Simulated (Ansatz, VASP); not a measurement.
## Hf: VASP beside Ansatz

INCAR

```
SYSTEM = Hf
PREC     = Accurate       ! precision mode
ENCUT    = 520            ! plane-wave cutoff, eV
EDIFF    = 1E-6           ! SCF threshold, eV
ISMEAR   = -5             ! smearing method
SIGMA    = 0.1            ! smearing width, eV
LREAL    = .False.        ! projectors in reciprocal space
LASPH    = .True.         ! aspherical terms in the spheres
NELM     = 80             ! most SCF steps
ALGO     = Normal         ! electronic algorithm
ISIF     = 2              ! what is computed and relaxed
LWAVE    = .False.        ! write WAVECAR
LCHARG   = .False.        ! write CHGCAR
GGA      = PE             ! functional
NBANDS   = 11             ! bands
```

File KPOINTS:

```
regular mesh
0
Gamma
  13 13 13
  0 0 0
```

The input POSCAR:

```
Hf
1.0
    0.0000000000      2.2424017020      2.2424017020
    2.2424017020      0.0000000000      2.2424017020
    2.2424017020      2.2424017020      0.0000000000
Hf
1
Direct
    0.0000000000      0.0000000000      0.0000000000
```

Input for Ansatz:

```yaml
crystal:
  lattice:
    - [0.0, 2.242401702, 2.242401702]
    - [2.242401702, 0.0, 2.242401702]
    - [2.242401702, 2.242401702, 0.0]
  atoms:
    - { symbol: Hf, position: [0.0, 0.0, 0.0] }
kpoints:
  mp_grid: { grid: [13, 13, 13] }
scf:
  occupations: { method: tetrahedron }
hamiltonian:
  xc: pbe
  pseudopotentials: { kind: all_electron, lapw: { basis_error: 0.00025 } }
output:
  forces: true
  stress: true
  eigenvalues: true
```

Alike in both runs: task single point; functional PBE; k mesh 13 × 13 × 13; occupations tetrahedron; no spin polarisation.

|  | VASP | Ansatz |
| --- | --- | --- |
| version | VASP 6.6.1 | Ansatz 0.2.0 |
| potentials or method | VASP PAW PBE potentials, release 64 (Hf_pv), cutoff 520 eV | all-electron LAPW, scalar-relativistic |

VASP gave:

| Quantity | Value |
| --- | --- |
| pressure (GPa) | -0.3 |

What did Ansatz give for the same quantities?

Pressure (GPa): 0.1.

Ansatz ran all-electron here, and VASP with PAW potentials. Ansatz's warnings: band table not solved further, tetrahedron derivatives may miss energy slope.

Neither program's run includes spin-orbit coupling.
